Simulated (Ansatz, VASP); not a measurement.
Given: the input of a run of VASP 6.6.1 on H2Pb12O.

Contents of INCAR:

```
ALGO = Fast
DIPOL = 0.5 0.5 0.492
EDIFF = 1E-7
ENCUT = 520
GGA = PE
IDIPOL = 3
ISIF = 2
ISMEAR = -1
LASPH = T
LCHARG = F
LDIPOL = T
LREAL = Auto
LWAVE = F
NBANDS = 101
NELM = 80
PREC = Accurate
SIGMA = 0.05
```

File KPOINTS:

```
k-points
0
Gamma
  4 4 1
```

File POSCAR:

```
H2Pb12O
1.0
    6.9856493127      0.0000000000      0.0000000000
    0.0000000000      6.9856493127      0.0000000000
    0.0000000000      0.0000000000     23.5458000000
Pb O H
12 1 2
Direct
    0.2500000000      0.2500000000      0.3397633548
    0.2500000000      0.7500000000      0.3397633548
    0.7500000000      0.2500000000      0.3397633548
    0.7500000000      0.7500000000      0.3397633548
    0.5000000000      0.5000000000      0.4446567965
    0.5000000000      0.0000000000      0.4446567965
    0.0000000000      0.5000000000      0.4446567965
    0.0000000000      0.0000000000      0.4446567965
    0.7500000000      0.7500000000      0.5495502383
    0.7500000000      0.2500000000      0.5495502383
    0.2500000000      0.7500000000      0.5495502383
    0.2500000000      0.2500000000      0.5495502383
    0.2500000000      0.2500000000      0.6650697789
    0.2873397403      0.3556934196      0.6908153471
    0.2126602597      0.1443065804      0.6908153471
```

Potentials or basis: VASP PAW PBE potentials, release 64 (Pb_d, O, H).

Command:

```console
$ cat potpaw_PBE.64/Pb_d/POTCAR potpaw_PBE.64/O/POTCAR potpaw_PBE.64/H/POTCAR > POTCAR
$ mpirun -np 1 vasp_std > vasp.out
```

Set up the same calculation for Ansatz 0.2.0. Potentials there: Ansatz PAW.

As run (the cutoff follows the program's own potentials):

The input input.yaml:

```yaml
crystal:
  lattice:
    - [6.9856493127, 0.0, 0.0]
    - [0.0, 6.9856493127, 0.0]
    - [0.0, 0.0, 23.5458]
  atoms:
    - { symbol: Pb, position: [0.25, 0.25, 0.3397633548] }
    - { symbol: Pb, position: [0.25, 0.75, 0.3397633548] }
    - { symbol: Pb, position: [0.75, 0.25, 0.3397633548] }
    - { symbol: Pb, position: [0.75, 0.75, 0.3397633548] }
    - { symbol: Pb, position: [0.5, 0.5, 0.4446567965] }
    - { symbol: Pb, position: [0.5, 0.0, 0.4446567965] }
    - { symbol: Pb, position: [0.0, 0.5, 0.4446567965] }
    - { symbol: Pb, position: [0.0, 0.0, 0.4446567965] }
    - { symbol: Pb, position: [0.75, 0.75, 0.5495502383] }
    - { symbol: Pb, position: [0.75, 0.25, 0.5495502383] }
    - { symbol: Pb, position: [0.25, 0.75, 0.5495502383] }
    - { symbol: Pb, position: [0.25, 0.25, 0.5495502383] }
    - { symbol: O, position: [0.25, 0.25, 0.6650697789] }
    - { symbol: H, position: [0.2873397403, 0.3556934196, 0.6908153471] }
    - { symbol: H, position: [0.2126602597, 0.1443065804, 0.6908153471] }
hamiltonian:
  xc: pbe
  pseudopotentials: { kind: paw }
kpoints:
  mp_grid: { grid: [4, 4, 1] }
scf:
  occupations: { method: fermi_dirac, width: 0.05 }
output:
  forces: true
  eigenvalues: true
efield:
  axis: 3
  dipole_correction: true
  ramp_width: 0.04
```

Potentials or basis: Ansatz PAW.

Command:

```bash
$ ansatz run input.yaml --threads 4 --pin off --max-ram 11264MiB --backend cpu --events-out ev --progress --plain --runs-dir out
```

Both were run:

|  | VASP | Ansatz | Ansatz less VASP |
| --- | --- | --- | --- |
| gap on the k mesh at the Fermi level (eV) | none | none | - |
| rms of the force components (eV/Å) | 0.240 | 0.260 | +0.0203 |

Atom by atom the forces differ by 0.025 eV/Å (rms over components). A gap of «none» marks a metal or a gap that the smearing closes.

Spin-orbit coupling is off throughout.
